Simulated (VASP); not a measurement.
Write the native input for VASP 6.6.1 that does the following.

```
Task                   : relaxation of cell and atoms
Functional             : LDA
Potentials or basis    : VASP PAW LDA potentials, release 64 (Li_sv, Mg_sv)
Cutoff                 : 880 eV
k mesh                 : 12 × 12 × 12
Occupations            : fermi-dirac, width 0.02 eV
Spin                   : no spin polarisation
Dipole correction      : no
Further INCAR settings : ALGO = Normal; EDIFF = 1e-07; IBRION = 2; EDIFFG = -0.03; NSW = 80; ISIF = 3
```

The structure of LiMg lies in POSCAR:

```
LiMg
1.0
    3.3781850000      0.0000000000      0.0000000000
    0.0000000000      3.3781850000      0.0000000000
    0.0000000000      0.0000000000      3.5526100000
Li Mg
1 1
Direct
    0.0000000000      0.0000000000      0.0000000000
    0.5000000000      0.5000000000      0.5000000000
```

These files were run (other wordings do the same):

INCAR

```
ALGO = Normal
EDIFF = 1E-7
EDIFFG = -0.03
ENCUT = 880
GGA = CA
GGA_COMPAT = False
IBRION = 2
ISIF = 3
ISMEAR = -1
LASPH = True
LCHARG = False
LREAL = False
LWAVE = False
NELM = 120
NELMIN = 4
NSW = 80
PREC = Accurate
SIGMA = 0.02
```

KPOINTS

```
k-points
0
Gamma
  12 12 12
```

Potentials or basis: VASP PAW LDA potentials, release 64 (Li_sv, Mg_sv).

Command:

```sh
$ cat potpaw_LDA.64/Li_sv/POTCAR potpaw_LDA.64/Mg_sv/POTCAR > POTCAR
$ mpirun -np 1 vasp_std > vasp.out
```

Results of the run:

The relaxed volume is 18.84 Å³/atom, the relaxed cell is a = 3.300 Å, b = 3.300 Å, c = 3.460 Å, α = 90.00°, β = 90.00°, γ = 90.00° and the space group after relaxing (to 0.1 Å) is P4/mmm (No. 123). The energy gained by relaxing is 8.5 meV/atom and the ionic steps are 3. The pressure after relaxing is 0.1 GPa. The band gap on the k mesh is zero (an odd number of electrons rules out a gap without spin polarisation).

It took 3.1 min on 1 thread of AMD EPYC 9R45 96-Core Processor (Zen 5), with other jobs on the host, peak memory 0.28 GiB.
